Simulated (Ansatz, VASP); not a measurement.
**Two plane-wave programs on FeSn2F12**

```
Sn Fe F
1.0
    -2.02500    2.02500    3.96500
     2.02500   -2.02500    3.96500
     6.07500    6.07500  -11.89500
Sn Fe F
2 1 12
Cartesian
  0.0000 0.0000 0.0000
  2.0250 2.0250 -3.9650
  4.0500 4.0500 -7.9300
  0.0000 0.0000 1.8794
  2.0250 2.0250 -2.0856
  4.0500 4.0500 -6.0506
  0.0000 0.0000 6.0506
  2.0250 2.0250 2.0856
  4.0500 4.0500 -1.8794
  0.0000 2.0250 0.0000
  2.0250 4.0500 -3.9650
  4.0500 6.0750 -7.9300
  2.0250 0.0000 0.0000
  4.0500 2.0250 -3.9650
  6.0750 4.0500 -7.9300
```

Change from the starting cell: moments + scaled by 0.5, plain SCF.

Alike in both runs: task single point; functional PBE; k mesh 3 × 3 × 1; occupations gaussian, width 0.01 eV; collinear spin.

|  | VASP | Ansatz |
| --- | --- | --- |
| version | VASP 6.6.1 | Ansatz 0.2.0 |
| potentials or method | VASP PAW PBE potentials, release 64 (Sn_d, Fe, F), cutoff 520 eV | PAW, plane waves, scalar-relativistic |
| valence electrons in the cell | 120 | 128 |

```csv
,VASP,Ansatz,Ansatz less VASP
pressure (GPa),1.8,1.3,-0.55
"traceless stress, the component that is largest in VASP (GPa)",-1.94,-2.73,-0.787
rms of the force components (eV/Å),0.773,0.772,-0.0013
net moment per atom (μB),0.27,0.27,0.000
size of the moment on the site where the two differ most (μB),3.37,3.14,-0.225
```

Site moments also hang on the region over which each program counts them. Atom by atom the forces differ by 0.072 eV/Å (rms over components). VASP's potentials hold 120 valence electrons a cell and Ansatz's 128, so a difference there can come from the potentials and not from the codes.

The k mesh is coarse, so the values compare programs but aren't converged.
